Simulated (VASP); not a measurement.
A run of VASP 6.6.1:

File INCAR:

```
SYSTEM = Sn3Se
PREC = Accurate
ENCUT = 520
EDIFF = 1E-6
ISMEAR = -1
SIGMA = 0.05
LREAL = .FALSE.
LASPH = .TRUE.
NELM = 80
ALGO = Normal
ISIF = 2
LWAVE = .FALSE.
LCHARG = .FALSE.
GGA = PS
NBANDS = 32
```

The input KPOINTS:

```
regular mesh
0
G
  5 5 5
  0 0 0
```

The input POSCAR:

```
Sn3Se
1.0
    0.0000000000      3.6584752400      3.7331380000
    3.6584752400      0.0000000000      3.7331380000
    3.6584752400      3.6584752400      0.0000000000
Sn Se
3 1
Direct
    0.5000000000      0.5000000000      0.5000000000
    0.7500000000      0.7500000000      0.7500000000
    0.2500000000      0.2500000000      0.2500000000
    0.0000000000      0.0000000000      0.0000000000
```

Potentials or basis: VASP PAW PBE potentials, release 64 (Sn_d, Se).

Run with:

```sh
$ cat potpaw_PBE.64/Sn_d/POTCAR potpaw_PBE.64/Se/POTCAR > POTCAR
$ mpirun -np 1 vasp_std > vasp.out
```

Hardware: 1 thread of AMD EPYC 9R45 96-Core Processor (Zen 5), on a shared host.

Q: Estimate the wall time of this run.

A: It took 31 s on 1 thread of AMD EPYC 9R45 96-Core Processor (Zen 5), with other jobs on the host, peak memory 0.22 GiB. Counts: scf iterations 13, k points 18.
